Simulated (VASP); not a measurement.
Wanted: the native input for a VASP 6.6.1 run.

```yaml
Task: single point
Functional: PBEsol
Potentials_or_basis: VASP PAW PBE potentials, release 64 (Sr_sv, Ti_sv, O)
Cutoff: 520 eV
k_mesh: 7 × 7 × 7
Occupations: fermi-dirac, width 0.05 eV
Spin: no spin polarisation
Dipole_correction: no
Further_INCAR_settings: ALGO = Normal; EDIFF = 1e-06; NBANDS = 28
```

The structure of SrTiO3 lies in POSCAR:

```
SrTiO3
1.0
    3.9563874719      0.0000000000      0.0000000000
    0.0000000000      3.9563874719      0.0000000000
    0.0000000000      0.0000000000      3.9563874719
Sr Ti O
1 1 3
Direct
    0.0000000000      0.0000000000      0.0000000000
    0.5000000000      0.5000000000      0.5000000000
    0.0000000000      0.5000000000      0.5000000000
    0.5000000000      0.0000000000      0.5000000000
    0.5000000000      0.5000000000      0.0000000000
```

This cell differs from its parent crystal: volume scaled by 1.04.

The input as run:

INCAR

```
PREC = Accurate
ENCUT = 520
EDIFF = 1E-6
ISMEAR = -1
SIGMA = 0.05
LREAL = F
LASPH = T
NELM = 100
ALGO = Normal
ISIF = 2
LWAVE = F
LCHARG = F
GGA = PS
NBANDS = 28
```

KPOINTS

```
Automatic mesh
0
Gamma
  7 7 7
```

Potentials or basis: VASP PAW PBE potentials, release 64 (Sr_sv, Ti_sv, O).

The run is started by

```bash
$ cat potpaw_PBE.64/Sr_sv/POTCAR potpaw_PBE.64/Ti_sv/POTCAR potpaw_PBE.64/O/POTCAR > POTCAR
$ mpirun -np 1 vasp_std > vasp.out
```

It gave:

The pressure is -7.7 GPa and the band gap on the k mesh is 1.79 eV, indirect (least direct gap 2.11 eV).

Caveat: the PAW data sets were made with another functional, which shifts forces and pressure a little.

It took 53 s on 1 thread of AMD EPYC 7R13 Processor (Zen 3), with other jobs on the host, peak memory 0.15 GiB.
